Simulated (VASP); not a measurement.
# Sb2AsSe2 (C2/m) in VASP: notebook

Sb2AsSe2 is run at these levels: PBE; tasks: single point.

Program: VASP 6.6.1. These are calculated values, not measurements. Logs are shortened: lines on timing, memory, paths and dates and some standing lists are left out, and cuts for length are marked.

### Step 1. The cell of the first run

The structure is monoclinic, space group C2/m (No. 12). Conventional cell: a = 11.053 Å, b = 4.071 Å, c = 12.842 Å, α = 90.00°, β = 115.25°, γ = 90.00°. Within 3.4 Å of Sb (site symmetry m) lie 3 Se at 2.60 to 3.40 Å and 2 As at 2.76 Å. Within 3.3 Å of Sb (site symmetry m) lie 5 Se at 2.47 to 3.03 Å. As (site symmetry m) has 1 As at 2.54 Å and 2 Sb at 2.76 Å within 3.3 Å. Se (site symmetry m) has 3 Sb at 2.60 to 2.77 Å within 3.4 Å. Within 3.4 Å of Se (site symmetry m) lie 5 Sb at 2.47 to 3.40 Å.

### Step 2. Single point, PBE

Input file INCAR:

```
  PREC = Accurate
  ENCUT = 520
  EDIFF = 1E-7
  ISMEAR = -1
  SIGMA = 0.1
  LREAL = False
  LASPH = True
  NELM = 60
  ALGO = Normal
  ISIF = 2
  LWAVE = False
  LCHARG = False
  GGA = PE
  NBANDS = 38
```

Input file KPOINTS:

```
regular mesh
0
Gamma
  5 5 5
```

Input file POSCAR:

```
Sb2AsSe2
1.0
    0.0000000000      4.0706170000      0.0000000000
    5.5265380000     -2.0353080000      0.0000000000
   -0.0484900000      2.0353080000    -11.6151280000
Sb As Se
4 2 4
Direct
    0.9548000000      0.7341000000      0.8245000000
    0.0452000000      0.2659000000      0.1755000000
    0.8119000000      0.2259000000      0.6021000000
    0.1881000000      0.7741000000      0.3979000000
    0.3942000000      0.7728000000      0.9844000000
    0.6058000000      0.2272000000      0.0156000000
    0.2114000000      0.1852000000      0.7624000000
    0.7886000000      0.8148000000      0.2376000000
    0.5937000000      0.7790000000      0.5916000000
    0.4063000000      0.2210000000      0.4084000000
```

Potentials or basis: VASP PAW PBE potentials, release 64 (Sb, As, Se).

The run is started by

```
$ cat potpaw_PBE.64/Sb/POTCAR potpaw_PBE.64/As/POTCAR potpaw_PBE.64/Se/POTCAR > POTCAR
$ mpirun -np 1 vasp_std > vasp.out
```

OUTCAR:

```text
PREC = Accurate
   ENCUT = 520
   EDIFF = 1E-7
   ISMEAR = -1
   LREAL = False
   LASPH = True
   NELM = 60
   ISIF = 2
   GGA = PE

 ion  position               nearest neighbor table
   1  0.955  0.734  0.825-   7 2.60   5 2.76   5 2.76
   2  0.045  0.266  0.175-   8 2.60   6 2.76   6 2.76
   3  0.812  0.226  0.602-   9 2.47   7 2.77   7 2.77  10 3.03  10 3.03
   4  0.188  0.774  0.398-  10 2.47   8 2.77   8 2.77   9 3.03   9 3.03
   5  0.394  0.773  0.984-   6 2.54   1 2.76   1 2.76
   6  0.606  0.227  0.016-   5 2.54   2 2.76   2 2.76
   7  0.211  0.185  0.762-   1 2.60   3 2.77   3 2.77
   8  0.789  0.815  0.238-   2 2.60   4 2.77   4 2.77
   9  0.594  0.779  0.592-   3 2.47   4 3.03   4 3.03
  10  0.406  0.221  0.408-   4 2.47   3 3.03   3 3.03

  LATTYP: Found a base centered monoclinic cell.
 ALAT       =    11.0530760000
 B/A-ratio  =     0.3682791107
 C/A-ratio  =     1.1618599490
 COS(beta)  =    -0.4265686121

  Lattice vectors:

 A1 = (  -5.5265380000,  -2.0353090000,   0.0000000000)
 A2 = (  -5.5265380000,   2.0353080000,   0.0000000000)
 A3 = (   5.4780480000,  -0.0000000000, -11.6151280000)

Analysis of symmetry for initial positions (statically):
=====================================================================
 Subroutine PRICEL returns:
 Original cell was already a primitive cell.

 Routine SETGRP: Setting up the symmetry group for a
 base centered monoclinic supercell.

 Subroutine GETGRP returns: Found  4 space group operations
 (whereof  4 operations were pure point group operations)
 out of a pool of  4 trial point group operations.

The static configuration has the point symmetry C_2h.

Analysis of symmetry for dynamics (positions and initial velocities):
=====================================================================
 Subroutine PRICEL returns:
 Original cell was already a primitive cell.

 Routine SETGRP: Setting up the symmetry group for a
 base centered monoclinic supercell.

 Subroutine GETGRP returns: Found  4 space group operations
 (whereof  4 operations were pure point group operations)
 out of a pool of  4 trial point group operations.

The dynamic configuration has the point symmetry C_2h.

 Subroutine INISYM returns: Found  4 space group operations
 (whereof  4 operations are pure point group operations),
 and found     1 'primitive' translations

----------------------------------------------------------------------------------------
[... 112 lines left out ...]
   NSW    =      0    number of steps for IOM
   IBRION =     -1    ionic relax: 0-MD 1-quasi-New 2-CG
   NFREE  =      0    steps in history (QN), initial steepest desc. (CG)
   ISIF   =      2    stress and relaxation
   ISYM   =      2    0-nonsym 1-usesym 2-fastsym
   POTIM  = 0.5000    time-step for ionic-motion
   TEBEG  =    0.0;   TEEND  =   0.0 temperature during run
   PSTRESS=    0.0 pullay stress
   NELECT =      54.0000    total number of electrons
   NUPDOWN=      -1.0000    fix difference up-down
   EMIN   =  10.00;   EMAX   =-10.00  energy-range for DOS
   EFERMI =   0.00;   METHOD = LEGACY
   ISMEAR =    -1;   SIGMA  =   0.10  broadening in eV -4-tet -1-fermi 0-gaus
   EFERMI_NEDOS =   21; number of points for ismear=-14 and -15
   IALGO  =     38    algorithm
   IMIX   =      4    mixing-type and parameters
     AMIX     =   0.40;   BMIX     =  1.00
     AMIX_MAG =   1.60;   BMIX_MAG =  1.00
  volume/ion in A,a.u.               =      26.13       176.33
  Fermi-wavevector in a.u.,A,eV,Ry     =   0.967892  1.829051 12.746144  0.936815
  Thomas-Fermi vector in A             =   2.097816
   LORBIT       =      0    0 simple, 1 ext, 2 COOP (PROOUT), +10 PAW based schemes
   GGA     = PE    functional components
   LHFCALC =     F    Hartree Fock is set to
   AEXX    =    0.0000 exact exchange contribution
   IVDW    =     0    specifies the selected vdW correction
   LEPSILON=     F    determine dielectric tensor
   LRPA    =     F    only Hartree local field effects (RPA)
 non-spin polarized calculation
  energy-cutoff  :      520.00
  volume of cell :      261.30
 maximum number of plane-waves:      7068
 NGX is ok and might be reduce to    30
   NGX = 15   NGY = 21   NGZ = 43

 number of electron      54.0000001 magnetization

 Free energy of the ion-electron system (eV)
  ---------------------------------------------------
  ext. energy  EPLUGINS =         0.00000000
  ---------------------------------------------------
  free energy    TOTEN  =       -41.08132606 eV

  energy without entropy =      -41.06716709  energy(sigma->0) =      -41.07424658

 E-fermi :   5.5717     XC(G=0):  -9.5700

 val. band max:        5.4379814531   @ k =   0.0000   0.4000   0.4000
 cond. band min:       5.8272916556   @ k =   0.0000  -0.4000   0.4000
 fundamental gap:      0.3893102025
 Fermi energy:         5.5716939146

 k-point     1 :       0.0000    0.0000    0.0000
  band No.  band energies     occupation
      1      -9.3444      2.00000
      2      -8.7053      2.00000
      3      -7.8996      2.00000
      4      -7.1282      2.00000
      5      -6.6927      2.00000
      6      -5.1167      2.00000
[... 973 lines left out ...]
     37       8.6565      0.00000
     38       9.1095      0.00000

 [... further k-points ...]
[... 5 lines left out ...]
  --------------------------------------------------------------------------------------
  -------------------------------------------------------------------------------------
  Total        9.7447076      3.5996894      2.9766422      0.0000008      0.0000000     -1.0399993
  in kB       59.7505619     22.0718232     18.2515526      0.0000051      0.0000002     -6.3768502
  external PRESSURE =      33.3579792 kB  Pullay stress =       0.0000000 kB

 VOLUME and BASIS-vectors are now :
 -----------------------------------------------------------------------------
  energy-cutoff  :      520.00
  volume of cell :      261.30
      direct lattice vectors                 reciprocal lattice vectors
     0.000000000  4.070617000  0.000000000     0.090472530  0.245663004  0.042669600
     5.526538000 -2.035308000  0.000000000     0.180945105  0.000000000 -0.000755397
    -0.048490000  2.035308000-11.615128000     0.000000000  0.000000000 -0.086094617

 POSITION                                       TOTAL-FORCE (eV/Angst)
 -----------------------------------------------------------------------------------
      4.01705      4.07062     -9.57667        -0.489798     -0.000000     -0.392071
      1.46100      0.00000     -2.03845         0.489798      0.000000      0.392071
      1.21925      4.07062     -6.99347         1.093168      0.000000      0.421331
      4.25880      0.00000     -4.62166        -1.093168     -0.000000     -0.421331
      4.22318      2.03531    -11.43393         0.435041      0.000000      0.117885
      1.25487      2.03531     -0.18120        -0.435041     -0.000000     -0.117885
      0.98655      2.03531     -8.85537         0.706072      0.000000     -0.660429
      4.49150      2.03531     -2.75975        -0.706072     -0.000000      0.660429
      4.27649      2.03531     -6.87151        -1.366068     -0.000000      0.457977
      1.20156      2.03531     -4.74362         1.366068      0.000000     -0.457977
 -----------------------------------------------------------------------------------
    total drift:                                0.000000      0.000000     -0.000000

  FREE ENERGIE OF THE ION-ELECTRON SYSTEM (eV)
  ---------------------------------------------------
  free  energy   TOTEN  =       -41.0813260621 eV

  energy  without entropy=      -41.0671670950  energy(sigma->0) =      -41.07424658
```

stdout:

```text
POSCAR found type information on POSCAR SbAsSe
 POSCAR found :  3 types and      10 ions
 scaLAPACK will be used
 LDA part: xc-table for (Slater+PW92), standard interpolation
 POSCAR, INCAR and KPOINTS ok, starting setup
 FFT: planning ... GRIDC
 FFT: planning ... GRID_SOFT
 FFT: planning ... GRID
 WAVECAR not read
 entering main loop
```

Run time: 7.6 min. Hardware: 1 thread of Intel Xeon Platinum 8259CL at 2.50GHz (Skylake/Cascade Lake), shared host; peak memory 0.55 GiB.

What came out:

| Item | Value |
| --- | --- |
| Free energy | -41.0813 eV |
| Pressure | 3.3 GPa |
| Largest force | 1.441 eV/Å |
| Band gap on the k mesh | 0.39 eV (least direct gap 0.45 eV) |

Forces in eV/Å, atoms in the order of the input:
```
Sb  -0.490  0.000 -0.392
Sb   0.490  0.000  0.392
Sb   1.093  0.000  0.421
Sb  -1.093  0.000 -0.421
As   0.435  0.000  0.118
As  -0.435  0.000 -0.118
Se   0.706  0.000 -0.660
Se  -0.706  0.000  0.660
Se  -1.366  0.000  0.458
Se   1.366  0.000 -0.458
```

Caveat: the cell stands under pressure; semilocal functionals underestimate gaps, and a narrow one can read as zero; spin-orbit coupling is left out, which moves the levels of the heavy elements; forces of over 1 eV/Å act on the atoms, so gaps and moduli don't describe the material at rest. A k mesh can miss the band edges.

### Step 3. Single point, PBE

Input file INCAR:

```
SYSTEM = Sb2AsSe2
PREC = Accurate
ENCUT = 520
EDIFF = 1E-7
ISMEAR = -1
SIGMA = 0.1
LREAL = .False.
LASPH = .True.
NELM = 80
ALGO = Normal
ISIF = 2
LWAVE = .False.
LCHARG = .True.
GGA = PE
LELF = .True.
LVHAR = .True.
NBANDS = 38
```

Input file KPOINTS:

```
Automatic mesh
0
Gamma
  5 5 5
  0 0 0
```

POSCAR is that of step 2.

Potentials or basis: VASP PAW PBE potentials, release 64 (Sb, As, Se).

The run is started by

```
$ cat potpaw_PBE.64/Sb/POTCAR potpaw_PBE.64/As/POTCAR potpaw_PBE.64/Se/POTCAR > POTCAR
$ mpirun -np 1 vasp_std > vasp.out
```

OUTCAR:

```text
SYSTEM = Sb2AsSe2
   PREC = Accurate
   ENCUT = 520
   EDIFF = 1E-7
   ISMEAR = -1
   LREAL = .False.
   LASPH = .True.
   NELM = 80
   ISIF = 2
   GGA = PE

 ion  position               nearest neighbor table
   1  0.955  0.734  0.825-   7 2.60   5 2.76   5 2.76
   2  0.045  0.266  0.175-   8 2.60   6 2.76   6 2.76
   3  0.812  0.226  0.602-   9 2.47   7 2.77   7 2.77  10 3.03  10 3.03
   4  0.188  0.774  0.398-  10 2.47   8 2.77   8 2.77   9 3.03   9 3.03
   5  0.394  0.773  0.984-   6 2.54   1 2.76   1 2.76
   6  0.606  0.227  0.016-   5 2.54   2 2.76   2 2.76
   7  0.211  0.185  0.762-   1 2.60   3 2.77   3 2.77
   8  0.789  0.815  0.238-   2 2.60   4 2.77   4 2.77
   9  0.594  0.779  0.592-   3 2.47   4 3.03   4 3.03
  10  0.406  0.221  0.408-   4 2.47   3 3.03   3 3.03

  LATTYP: Found a base centered monoclinic cell.
 ALAT       =    11.0530760000
 B/A-ratio  =     0.3682791107
 C/A-ratio  =     1.1618599490
 COS(beta)  =    -0.4265686121

  Lattice vectors:

 A1 = (  -5.5265380000,  -2.0353090000,   0.0000000000)
 A2 = (  -5.5265380000,   2.0353080000,   0.0000000000)
 A3 = (   5.4780480000,  -0.0000000000, -11.6151280000)

Analysis of symmetry for initial positions (statically):
=====================================================================
 Subroutine PRICEL returns:
 Original cell was already a primitive cell.

 Routine SETGRP: Setting up the symmetry group for a
 base centered monoclinic supercell.

 Subroutine GETGRP returns: Found  4 space group operations
 (whereof  4 operations were pure point group operations)
 out of a pool of  4 trial point group operations.

The static configuration has the point symmetry C_2h.

Analysis of symmetry for dynamics (positions and initial velocities):
=====================================================================
 Subroutine PRICEL returns:
 Original cell was already a primitive cell.

[... 145 lines left out ...]
  Fermi-wavevector in a.u.,A,eV,Ry     =   0.967892  1.829051 12.746144  0.936815
  Thomas-Fermi vector in A             =   2.097816
   LORBIT       =      0    0 simple, 1 ext, 2 COOP (PROOUT), +10 PAW based schemes
   GGA     = PE    functional components
   LHFCALC =     F    Hartree Fock is set to
   AEXX    =    0.0000 exact exchange contribution
   IVDW    =     0    specifies the selected vdW correction
   LEPSILON=     F    determine dielectric tensor
   LRPA    =     F    only Hartree local field effects (RPA)
 non-spin polarized calculation
  energy-cutoff  :      520.00
  volume of cell :      261.30
 maximum number of plane-waves:      7068
 NGX is ok and might be reduce to    30
   NGX = 15   NGY = 21   NGZ = 43

 number of electron      54.0000001 magnetization

 Free energy of the ion-electron system (eV)
  ---------------------------------------------------
  ext. energy  EPLUGINS =         0.00000000
  ---------------------------------------------------
  free energy    TOTEN  =       -41.08132606 eV

  energy without entropy =      -41.06716710  energy(sigma->0) =      -41.07424658

 E-fermi :   5.5717     XC(G=0):  -9.5700

 val. band max:        5.4379814531   @ k =   0.0000   0.4000   0.4000
 cond. band min:       5.8272916557   @ k =   0.0000  -0.4000   0.4000
 fundamental gap:      0.3893102026
 Fermi energy:         5.5716939146

 k-point     1 :       0.0000    0.0000    0.0000
  band No.  band energies     occupation
      1      -9.3444      2.00000
      2      -8.7053      2.00000
      3      -7.8996      2.00000
      4      -7.1282      2.00000
      5      -6.6927      2.00000
      6      -5.1167      2.00000
[... 973 lines left out ...]
     37       8.6565      0.00000
     38       9.1095      0.00000

 [... further k-points ...]
[... 5 lines left out ...]
  --------------------------------------------------------------------------------------
  -------------------------------------------------------------------------------------
  Total        9.7447075      3.5996894      2.9766422      0.0000008      0.0000000     -1.0399993
  in kB       59.7505613     22.0718235     18.2515526      0.0000051      0.0000002     -6.3768502
  external PRESSURE =      33.3579791 kB  Pullay stress =       0.0000000 kB

 VOLUME and BASIS-vectors are now :
 -----------------------------------------------------------------------------
  energy-cutoff  :      520.00
  volume of cell :      261.30
      direct lattice vectors                 reciprocal lattice vectors
     0.000000000  4.070617000  0.000000000     0.090472530  0.245663004  0.042669600
     5.526538000 -2.035308000  0.000000000     0.180945105  0.000000000 -0.000755397
    -0.048490000  2.035308000-11.615128000     0.000000000  0.000000000 -0.086094617

 POSITION                                       TOTAL-FORCE (eV/Angst)
 -----------------------------------------------------------------------------------
      4.01705      4.07062     -9.57667        -0.489798     -0.000000     -0.392071
      1.46100      0.00000     -2.03845         0.489798      0.000000      0.392071
      1.21925      4.07062     -6.99347         1.093168      0.000000      0.421331
      4.25880      0.00000     -4.62166        -1.093168     -0.000000     -0.421331
      4.22318      2.03531    -11.43393         0.435041      0.000000      0.117885
      1.25487      2.03531     -0.18120        -0.435041     -0.000000     -0.117885
      0.98655      2.03531     -8.85537         0.706072      0.000000     -0.660429
      4.49150      2.03531     -2.75975        -0.706072     -0.000000      0.660429
      4.27649      2.03531     -6.87151        -1.366068     -0.000000      0.457977
      1.20156      2.03531     -4.74362         1.366068      0.000000     -0.457977
 -----------------------------------------------------------------------------------
    total drift:                                0.000000      0.000000     -0.000000

  FREE ENERGIE OF THE ION-ELECTRON SYSTEM (eV)
  ---------------------------------------------------
  free  energy   TOTEN  =       -41.0813260622 eV

  energy  without entropy=      -41.0671670951  energy(sigma->0) =      -41.07424658
```

OSZICAR:

```text
N       E                     dE             d eps       ncg     rms          rms(c)
DAV:   1     0.298906268736E+03    0.29891E+03   -0.20068E+04  2964   0.118E+03
DAV:   2    -0.111073983448E+02   -0.31001E+03   -0.29854E+03  3678   0.192E+02
DAV:   3    -0.411728752982E+02   -0.30065E+02   -0.29517E+02  3514   0.661E+01
DAV:   4    -0.418689339468E+02   -0.69606E+00   -0.69132E+00  3680   0.106E+01
DAV:   5    -0.418803578913E+02   -0.11424E-01   -0.11412E-01  3672   0.140E+00    0.863E+00
DAV:   6    -0.410987697188E+02    0.78159E+00   -0.14254E+00  3530   0.438E+00    0.569E+00
DAV:   7    -0.410882132796E+02    0.10556E-01   -0.59505E-01  3376   0.257E+00    0.158E+00
DAV:   8    -0.410802883543E+02    0.79249E-02   -0.39504E-02  3454   0.875E-01    0.675E-01
DAV:   9    -0.410812892262E+02   -0.10009E-02   -0.10537E-02  3654   0.409E-01    0.122E-01
DAV:  10    -0.410812567843E+02    0.32442E-04   -0.69327E-04  3544   0.126E-01    0.643E-02
DAV:  11    -0.410813236167E+02   -0.66832E-04   -0.22844E-04  3482   0.592E-02    0.263E-02
DAV:  12    -0.410813234508E+02    0.16588E-06   -0.14380E-05  3564   0.179E-02    0.885E-03
DAV:  13    -0.410813258071E+02   -0.23563E-05   -0.59629E-06  3350   0.111E-02    0.439E-03
DAV:  14    -0.410813261009E+02   -0.29376E-06   -0.28998E-07  2944   0.234E-03    0.159E-03
DAV:  15    -0.410813260622E+02    0.38687E-07   -0.79914E-08  1986   0.137E-03
   1 F= -.41081326E+02 E0= -.41074247E+02  d E =-.141590E-01
```

It took 11 min on 1 thread of Oxide Virtual Turin-like, shared host; peak memory 0.53 GiB.

Results:

```yaml
Free_energy: -41.0813 eV
Pressure: 3.3 GPa
Largest_force: 1.441 eV/Å
Band_gap_on_the_k_mesh: 0.39 eV (least direct gap 0.45 eV)
```

Forces on the atoms (eV/Å):
```
Sb  -0.490  0.000 -0.392
Sb   0.490  0.000  0.392
Sb   1.093  0.000  0.421
Sb  -1.093  0.000 -0.421
As   0.435  0.000  0.118
As  -0.435  0.000 -0.118
Se   0.706  0.000 -0.660
Se  -0.706  0.000  0.660
Se  -1.366  0.000  0.458
Se   1.366  0.000 -0.458
```

Levels at points of the mesh, in eV from the valence-band top:
```tsv
k point	band 23	band 24	band 25	band 26	band 27	band 28	band 29	band 30	band 31	band 32
(0.00, 0.00, 0.00)	-1.56	-1.45	-1.40	-0.62	-0.38	0.66	1.04	1.69	1.75	2.03
```

Caveat: the cell stands under pressure; semilocal functionals underestimate gaps, and a narrow one can read as zero; spin-orbit coupling is left out, which moves the levels of the heavy elements; forces of over 1 eV/Å act on the atoms, so gaps and moduli don't describe the material at rest. A k mesh can miss the band edges.

### Step 4. Single point, PBE

Input file INCAR:

```
PREC = Accurate ; ENCUT = 520
EDIFF = 1E-6 ; ISMEAR = -5
SIGMA = 0.1 ; LREAL = False
LASPH = True ; NELM = 80
ALGO = Normal ; ISIF = 2
LWAVE = False ; LCHARG = False
GGA = PE ; NBANDS = 38
```

Input file KPOINTS:

```
Automatic mesh
0
Gamma
  5 5 5
```

POSCAR is that of step 3.

The run is started by

```
$ cat potpaw_PBE.64/Sb/POTCAR potpaw_PBE.64/As/POTCAR potpaw_PBE.64/Se/POTCAR > POTCAR
$ mpirun -np 1 vasp_std > vasp.out
```

Run time: 10 min. Hardware: 1 thread of Oxide Virtual Turin-like, shared host; peak memory 0.52 GiB.

The run converged. Its results:

- Free energy: -41.0776 eV
- Pressure: 3.3 GPa
- Largest force: 1.431 eV/Å
- Band gap on the k mesh: 0.39 eV (least direct gap 0.44 eV)

Forces in eV/Å, atoms in the order of the input:
```
Sb  -0.489  0.000 -0.393
Sb   0.489  0.000  0.393
Sb   1.084  0.000  0.423
Sb  -1.084  0.000 -0.423
As   0.441  0.000  0.122
As  -0.441  0.000 -0.122
Se   0.697  0.000 -0.661
Se  -0.697  0.000  0.661
Se  -1.354  0.000  0.462
Se   1.354  0.000 -0.462
```

Stress tensor (GPa, compression positive):
```
 5.91  0.00 -0.64
 0.00  2.23  0.00
-0.64  0.00  1.86
```

Levels at points of the mesh, in eV from the valence-band top:
```tsv
k point	band 25	band 26	band 27	band 28	band 29	band 30
(0.00, 0.00, 0.00)	-1.40	-0.62	-0.38	0.66	1.04	1.69
```

Caveat: the cell stands under pressure; semilocal functionals underestimate gaps, and a narrow one can read as zero; spin-orbit coupling is left out, which moves the levels of the heavy elements; forces of over 1 eV/Å act on the atoms, so gaps and moduli don't describe the material at rest. A k mesh can miss the band edges.
